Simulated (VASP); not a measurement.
# Ti (Fm-3m) in VASP: single point with LDA

Aim: the single point of Ti with LDA.

Everything below comes from runs of VASP 6.6.1. Logs are shortened: lines on timing, memory, paths and dates and some standing lists are left out, and cuts for length are marked.

## 1. The cell of the first run

Symmetry: Fm-3m, No. 225, cubic system. The conventional cell has a = 4.060 Å, b = 4.060 Å, c = 4.060 Å, α = 90.00°, β = 90.00°, γ = 90.00°. Within 3.8 Å of Ti (site symmetry m-3m) lie 12 Ti at 2.87 Å.

## 2. Single point, LDA

The input, INCAR:

```
SYSTEM = Ti
  PREC = Accurate
  ENCUT = 520
  EDIFF = 1E-6
  ISMEAR = -1
  SIGMA = 0.1
  LREAL = .False.
  LASPH = .True.
  NELM = 100
  ALGO = Normal
  ISIF = 2
  LWAVE = .False.
  LCHARG = .True.
  GGA = CA
  LELF = .True.
  LVHAR = .True.
  NBANDS = 12
```

The input, KPOINTS:

```
regular mesh
0
Gamma
  12 12 12
  0 0 0
```

The input, POSCAR:

```
Ti
1.0
    0.0000000000      2.0300000000      2.0300000000
    2.0300000000      0.0000000000      2.0300000000
    2.0300000000      2.0300000000      0.0000000000
Ti
1
Direct
    0.0000000000      0.0000000000      0.0000000000
```

Potentials or basis: VASP PAW LDA potentials, release 64 (Ti_sv).

Started as:

```bash
> cat potpaw_LDA.64/Ti_sv/POTCAR > POTCAR
> mpirun -np 1 vasp_std > vasp.out
```

OUTCAR:

```text
SYSTEM = Ti
   PREC = Accurate
   ENCUT = 520
   EDIFF = 1E-6
   ISMEAR = -1
   LREAL = .False.
   LASPH = .True.
   NELM = 100
   ISIF = 2
   GGA = CA

 ion  position               nearest neighbor table
   1  0.000  0.000  0.000-

  LATTYP: Found a face centered cubic cell.
 ALAT       =     4.0600000000

  Lattice vectors:

 A1 = (   0.0000000000,   2.0300000000,   2.0300000000)
 A2 = (   2.0300000000,   0.0000000000,   2.0300000000)
 A3 = (   2.0300000000,   2.0300000000,   0.0000000000)

Analysis of symmetry for initial positions (statically):
=====================================================================
 Subroutine PRICEL returns:
 Original cell was already a primitive cell.

 Routine SETGRP: Setting up the symmetry group for a
 face centered cubic supercell.

 Subroutine GETGRP returns: Found 48 space group operations
 (whereof 48 operations were pure point group operations)
 out of a pool of 48 trial point group operations.

The static configuration has the point symmetry O_h .

Analysis of symmetry for dynamics (positions and initial velocities):
=====================================================================
 Subroutine PRICEL returns:
 Original cell was already a primitive cell.

 Routine SETGRP: Setting up the symmetry group for a
 face centered cubic supercell.

 Subroutine GETGRP returns: Found 48 space group operations
 (whereof 48 operations were pure point group operations)
 out of a pool of 48 trial point group operations.

The dynamic configuration has the point symmetry O_h .

 Subroutine INISYM returns: Found 48 space group operations
 (whereof 48 operations are pure point group operations),
 and found     1 'primitive' translations

----------------------------------------------------------------------------------------

                                     Primitive cell

  volume of cell :      16.7309

  direct lattice vectors                    reciprocal lattice vectors
     0.000000000  2.030000000  2.030000000    -0.246305419  0.246305419  0.246305419
     2.030000000  0.000000000  2.030000000     0.246305419 -0.246305419  0.246305419
     2.030000000  2.030000000  0.000000000     0.246305419  0.246305419 -0.246305419

  length of vectors
     2.870853532  2.870853532  2.870853532     0.426613499  0.426613499  0.426613499

  position of ions in fractional coordinates (direct lattice)
     0.000000000  0.000000000  0.000000000

  ion indices of the primitive-cell ions
   primitive index   ion index
                 1           1

----------------------------------------------------------------------------------------

 KPOINTS: regular mesh

Automatic generation of k-mesh.
 Grid dimensions read from file:
 generate k-points for:   12   12   12

 Generating k-lattice:

  Cartesian coordinates                     Fractional coordinates (reciprocal lattice)
    -0.020525452  0.020525452  0.020525452     0.083333333  0.000000000  0.000000000
     0.020525452 -0.020525452  0.020525452     0.000000000  0.083333333  0.000000000
     0.020525452  0.020525452 -0.020525452     0.000000000  0.000000000  0.083333333

  Length of vectors
     0.035551125  0.035551125  0.035551125

  Shift w.r.t. Gamma in fractional coordinates (k-lattice)
     0.000000000  0.000000000  0.000000000

 Subroutine IBZKPT returns following result:
 ===========================================

 Found     72 irreducible k-points:

 Following reciprocal coordinates:
            Coordinates               Weight
  0.000000  0.000000  0.000000      1.000000
  0.083333  0.000000  0.000000      8.000000
  0.166667  0.000000  0.000000      8.000000
  0.250000  0.000000  0.000000      8.000000
  0.333333  0.000000  0.000000      8.000000
  0.416667  0.000000  0.000000      8.000000
[... 16 lines left out ...]
  0.500000  0.166667  0.000000     24.000000
 -0.416667  0.166667  0.000000     24.000000
 [... further k-points ...]
   k-points           NKPTS =     72   k-points in BZ     NKDIM =     72   number of bands    NBANDS=     12
   number of dos      NEDOS =    301   number of ions     NIONS =      1
   total plane-waves  NPLWV =  13824
   dimension x,y,z NGX =    24 NGY =   24 NGZ =   24
   dimension x,y,z NGXF=    48 NGYF=   48 NGZF=   48
   ions per type =               1
   NGX,Y,Z   is equivalent  to a cutoff of  13.90, 13.90, 13.90 a.u.
   NGXF,Y,Z  is equivalent  to a cutoff of  27.80, 27.80, 27.80 a.u.
 SYSTEM =  Ti
   PREC   = accura    normal or accurate (medium, high low for compatibility)
   ISTART =      0    job   : 0-new  1-cont  2-samecut
   ICHARG =      2    charge: 1-file 2-atom 10-const
   ISPIN  =      1    spin polarized calculation?
   LNONCOLLINEAR =      F non collinear calculations
   LSORBIT =      F    spin-orbit coupling
   LASPH  =      T    aspherical Exc in radial PAW
   ENCUT  =  520.0 eV  38.22 Ry    6.18 a.u.   5.34  5.34  5.34*2*pi/ulx,y,z
   NELM   =    100;   NELMIN=  2; NELMDL= -5     # of ELM steps
   EDIFF  = 0.1E-05   stopping-criterion for ELM
   LREAL  =      F    real-space projection
   EDIFFG = 0.1E-04   stopping-criterion for IOM
   NSW    =      0    number of steps for IOM
   IBRION =     -1    ionic relax: 0-MD 1-quasi-New 2-CG
   NFREE  =      0    steps in history (QN), initial steepest desc. (CG)
   ISIF   =      2    stress and relaxation
   ISYM   =      2    0-nonsym 1-usesym 2-fastsym
   POTIM  = 0.5000    time-step for ionic-motion
   TEBEG  =    0.0;   TEEND  =   0.0 temperature during run
   PSTRESS=    0.0 pullay stress
   NELECT =      12.0000    total number of electrons
   NUPDOWN=      -1.0000    fix difference up-down
   EMIN   =  10.00;   EMAX   =-10.00  energy-range for DOS
   EFERMI =   0.00;   METHOD = LEGACY
   ISMEAR =    -1;   SIGMA  =   0.10  broadening in eV -4-tet -1-fermi 0-gaus
   EFERMI_NEDOS =   21; number of points for ismear=-14 and -15
   IALGO  =     38    algorithm
   IMIX   =      4    mixing-type and parameters
     AMIX     =   0.40;   BMIX     =  1.00
     AMIX_MAG =   1.60;   BMIX_MAG =  1.00
  volume/ion in A,a.u.               =      16.73       112.91
  Fermi-wavevector in a.u.,A,eV,Ry     =   1.465421  2.769245 29.217967  2.147460
  Thomas-Fermi vector in A             =   2.581280
   LORBIT       =      0    0 simple, 1 ext, 2 COOP (PROOUT), +10 PAW based schemes
   GGA     = CA    functional components
   LHFCALC =     F    Hartree Fock is set to
   AEXX    =    0.0000 exact exchange contribution
   IVDW    =     0    specifies the selected vdW correction
   LEPSILON=     F    determine dielectric tensor
   LRPA    =     F    only Hartree local field effects (RPA)
 non-spin polarized calculation
  energy-cutoff  :      520.00
  volume of cell :       16.73
 maximum number of plane-waves:       464
 NGX is ok and might be reduce to    24
   NGX = 11   NGY = 11   NGZ = 11

 number of electron      12.0000002 magnetization

 Free energy of the ion-electron system (eV)
  ---------------------------------------------------
  ext. energy  EPLUGINS =         0.00000000
  ---------------------------------------------------
  free energy    TOTEN  =        -8.51509284 eV

  energy without entropy =       -8.45979418  energy(sigma->0) =       -8.48744351

 E-fermi :   8.3896     XC(G=0): -11.9639

 val. band max:        8.3890697197   @ k =  -0.2500   0.2500   0.0833
 cond. band min:       8.3943014370   @ k =   0.2500   0.0833   0.0000
 fundamental gap:      0.0052317173
 Fermi energy:         8.3896263610

 k-point     1 :       0.0000    0.0000    0.0000
  band No.  band energies     occupation
      1     -47.5682      2.00000
      2     -23.7501      2.00000
      3     -23.7501      2.00000
      4     -23.7501      2.00000
      5       2.2830      2.00000
      6       9.2556      0.00035
      7       9.2556      0.00035
      8       9.2556      0.00035
      9      10.9467      0.00000
     10      10.9467      0.00000
     11      23.9399      0.00000
     12      28.5137      0.00000

 k-point     2 :       0.0833    0.0000    0.0000
  band No.  band energies     occupation
      1     -47.5582      2.00000
      2     -23.8043      2.00000
      3     -23.7568      2.00000
      4     -23.7568      2.00000
      5       2.5152      2.00000
      6       9.1144      0.00142
      7       9.3387      0.00015
      8       9.3387      0.00015
      9      10.8942      0.00000
     10      10.8942      0.00000
     11      24.1321      0.00000
     12      26.9696      0.00000

 k-point     3 :       0.1667    0.0000    0.0000
  band No.  band energies     occupation
      1     -47.5310      2.00000
      2     -23.9511      2.00000
      3     -23.7751      2.00000
      4     -23.7751      2.00000
      5       3.1719      2.00000
      6       8.7766      0.04088
      7       9.5031      0.00003
      8       9.5031      0.00003
      9      10.8386      0.00000
     10      10.8386      0.00000
     11      23.8921      0.00000
     12      25.1422      0.00000
[... 286 lines left out ...]
 k-point    23 :       0.5000    0.1667    0.0000
  band No.  band energies     occupation
      1     -47.4056      2.00000
      2     -24.4488      2.00000
      3     -23.9655      2.00000
      4     -23.8931      2.00000
      5       6.2873      2.00000
      6       7.9104      1.98355
      7       8.9029      0.01174
      8       9.7177      0.00000
      9      12.1487      0.00000
     10      13.1195      0.00000
     11      17.2399      0.00000
     12      23.0682      0.00000

 k-point    24 :      -0.4167    0.1667    0.0000
  band No.  band energies     occupation
      1     -47.4031      2.00000
      2     -24.4556      2.00000
      3     -23.9910      2.00000
      4     -23.8772      2.00000
      5       6.3745      2.00000
      6       8.0240      1.94965
      7       8.9033      0.01169
      8       9.6441      0.00001
      9      11.8707      0.00000
     10      13.5116      0.00000
     11      16.9794      0.00000
     12      22.6648      0.00000

 [... further k-points ...]

------------------------ aborting loop because EDIFF is reached ----------------------------------------

  FORCE on cell =-STRESS in cart. coord.  units (eV):
  Direction    XX          YY          ZZ          XY          YZ          ZX
  --------------------------------------------------------------------------------------
  -------------------------------------------------------------------------------------
  Total       -0.4972024     -0.4972024     -0.4972024      0.0000000      0.0000000      0.0000000
  in kB      -47.6130146    -47.6130146    -47.6130146      0.0000000      0.0000000      0.0000000
  external PRESSURE =     -47.6130146 kB  Pullay stress =       0.0000000 kB

 VOLUME and BASIS-vectors are now :
 -----------------------------------------------------------------------------
  energy-cutoff  :      520.00
  volume of cell :       16.73
      direct lattice vectors                 reciprocal lattice vectors
     0.000000000  2.030000000  2.030000000    -0.246305419  0.246305419  0.246305419
     2.030000000  0.000000000  2.030000000     0.246305419 -0.246305419  0.246305419
     2.030000000  2.030000000  0.000000000     0.246305419  0.246305419 -0.246305419

 POSITION                                       TOTAL-FORCE (eV/Angst)
 -----------------------------------------------------------------------------------
      0.00000      0.00000      0.00000        -0.000000     -0.000000      0.000000
 -----------------------------------------------------------------------------------
    total drift:                                0.000000     -0.000000      0.000000

  FREE ENERGIE OF THE ION-ELECTRON SYSTEM (eV)
  ---------------------------------------------------
  free  energy   TOTEN  =        -8.5150928365 eV

  energy  without entropy=       -8.4597941773  energy(sigma->0) =       -8.48744351
```

It took 28 s on 1 thread of Intel Xeon 6975P-C, shared host; peak memory 0.1 GiB.

What came out:

| Property | Result |
| --- | --- |
| Free energy | -8.5151 eV |
| Pressure | -4.8 GPa |
| Band gap on the k mesh | zero (band 6 reaches 9.26 eV, above the bottom of band 7 at 8.00 eV) |
